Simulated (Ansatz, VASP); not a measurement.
# One calculation of Sc, two programs

```
CELL_PARAMETERS angstrom
0.00000 2.33861 2.23644
2.33861 0.00000 2.23644
2.33861 2.33861 0.00000
ATOMIC_POSITIONS crystal
Sc 0.00000 0.00000 0.00000
```

Change from the starting cell: strain +0.030 along x and y, -0.015 along z, atoms carried along.

Alike in both runs: task single point; functional LDA; k mesh 18 × 18 × 18; occupations gaussian, width 0.15 eV; no spin polarisation.

|  | VASP | Ansatz |
| --- | --- | --- |
| version | VASP 6.6.1 | Ansatz 0.2.0 |
| potentials or method | VASP PAW LDA potentials, release 64 (Sc_sv), cutoff 520 eV | scalar-relativistic, plane waves, PAW |
| valence electrons in the cell | 11 | 11 |

Ansatz gave:

```
gap on the k mesh at the Fermi level (eV)                     : none
pressure (GPa)                                                : -4.5
traceless stress, the component that is largest in VASP (GPa) : 0.81
```

**Question.** Which values does VASP return?

**Answer.** gap on the k mesh at the Fermi level (eV): none; pressure (GPa): -4.4; traceless stress, the component that is largest in VASP (GPa): 0.82.

LDA's correlation is that of Perdew and Zunger in VASP and of Perdew and Wang (1992) in Ansatz. A gap of «none» marks a metal or a gap that the smearing closes.
